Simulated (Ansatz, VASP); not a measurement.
## BN: VASP beside Ansatz

POSCAR

```
BN
1.0
    0.0000000000      1.7295114027      1.7295114027
    1.7295114027      0.0000000000      1.7295114027
    1.7295114027      1.7295114027      0.0000000000
B N
1 1
Direct
    0.0000000000      0.0000000000      0.0000000000
    0.2500000000      0.2500000000      0.2500000000
```

File INCAR.step1:

```
PREC = Accurate
ENCUT = 520
ISMEAR = -1
SIGMA = 0.08
LREAL = False
LASPH = True
NELM = 100
NBANDS = 11
GGA = PE
ALGO = Normal
EDIFF = 1E-4
LWAVE = True
LCHARG = False
```

INCAR.step2

```
PREC = Accurate
ENCUT = 520
EDIFF = 1E-6
ISMEAR = -1
SIGMA = 0.08
LREAL = False
LASPH = True
NELM = 100
ALGO = Normal
ISIF = 2
LWAVE = False
LCHARG = False
METAGGA = R2SCAN
LMIXTAU = True
NBANDS = 11
ISTART = 1
```

File KPOINTS:

```
Automatic mesh
0
Gamma
  15 15 15
```

Input for Ansatz:

```yaml
crystal:
  lattice:
    - [0.0, 1.7295114027, 1.7295114027]
    - [1.7295114027, 0.0, 1.7295114027]
    - [1.7295114027, 1.7295114027, 0.0]
  atoms:
    - { symbol: B, position: [0.0, 0.0, 0.0] }
    - { symbol: "N", position: [0.25, 0.25, 0.25] }
kpoints:
  mp_grid: { grid: [15, 15, 15] }
scf:
  occupations: { method: fermi_dirac, width: 0.08 }
hamiltonian:
  xc: r2scan
  pseudopotentials: { kind: paw }
output:
  forces: true
  stress: true
  eigenvalues: true
  populations: true
  write_density: true
  write_potential: true
  elf: true
  volumetric_format: npy
```

Change from the starting cell: volume scaled by 0.88, PAW files.

Alike in both runs: task single point; functional r2SCAN; k mesh 15 × 15 × 15; occupations fermi-dirac, width 0.08 eV; no spin polarisation.

|  | VASP | Ansatz |
| --- | --- | --- |
| version | VASP 6.6.1 | Ansatz 0.2.0 |
| potentials or method | VASP PAW PBE potentials, release 64 (B, N) | PAW with Ansatz's default frozen-core files, scalar-relativistic |
| plane-wave cutoff (eV) | 520 | 500 |
| valence electrons in the cell | 8 | 8 |

Ansatz gave:

```
gap on the k mesh at the Fermi level (eV) : 5.22
pressure (GPa)                            : 63.2
```

Task: Estimate VASP's values.

Result: gap on the k mesh at the Fermi level (eV): 5.19; pressure (GPa): 64.8.

VASP's potentials were made for PBE, not for r2SCAN. Both programs put the cell under a high pressure, so it lies far from rest at this level.

Noted on VASP's run: the cell as given lies far from equilibrium.
